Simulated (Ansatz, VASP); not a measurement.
**One calculation of BeS, two programs**

Contents of INCAR:

```
  PREC = Accurate
  ENCUT = 600
  EDIFF = 1E-6
  ISMEAR = -1
  SIGMA = 0.08
  LREAL = False
  LASPH = True
  NELM = 120
  ALGO = Normal
  ISIF = 2
  LWAVE = False
  LCHARG = False
  NBANDS = 11
  GGA_COMPAT = False
```

The input KPOINTS:

```
Automatic mesh
0
Gamma
  17 17 17
```

POSCAR

```
BeS
1.0
    0.0000000000      2.0225160066      2.0225160066
    2.0225160066      0.0000000000      2.0225160066
    2.0225160066      2.0225160066      0.0000000000
Be S
1 1
Direct
    0.0000000000      0.0000000000      0.0000000000
    0.5000000000      0.5000000000      0.5000000000
```

Input for Ansatz:

```yaml
crystal:
  lattice:
    - [0.0, 2.0225160066, 2.0225160066]
    - [2.0225160066, 0.0, 2.0225160066]
    - [2.0225160066, 2.0225160066, 0.0]
  atoms:
    - { symbol: Be, position: [0.0, 0.0, 0.0] }
    - { symbol: S, position: [0.5, 0.5, 0.5] }
kpoints:
  mp_grid: { grid: [17, 17, 17] }
scf:
  occupations: { method: fermi_dirac, width: 0.08 }
hamiltonian:
  xc: lda
  pseudopotentials: { kind: paw }
output:
  forces: true
  stress: true
  eigenvalues: true
  populations: true
  write_density: true
  write_potential: true
  elf: true
  volumetric_format: npy
```

Change from the starting cell: volume scaled by 0.7, PAW files.

Alike in both runs: task single point; functional LDA; k mesh 17 × 17 × 17; occupations fermi-dirac, width 0.08 eV; no spin polarisation.

|  | VASP | Ansatz |
| --- | --- | --- |
| version | VASP 6.6.1 | Ansatz 0.2.0 |
| potentials or method | VASP PAW LDA potentials, release 64 (Be, S) | PAW with Ansatz's default frozen-core files, scalar-relativistic |
| plane-wave cutoff (eV) | 600 | 420 |
| valence electrons in the cell | 8 | 8 |

```csv
,VASP,Ansatz,Ansatz less VASP
pressure (GPa),82.5,82.5,-0.03
```

LDA's correlation is that of Perdew and Zunger in VASP and of Perdew and Wang (1992) in Ansatz. Both programs put the cell under a high pressure, so it lies far from rest at this level.

Noted on VASP's run: the cell as given lies far from equilibrium.
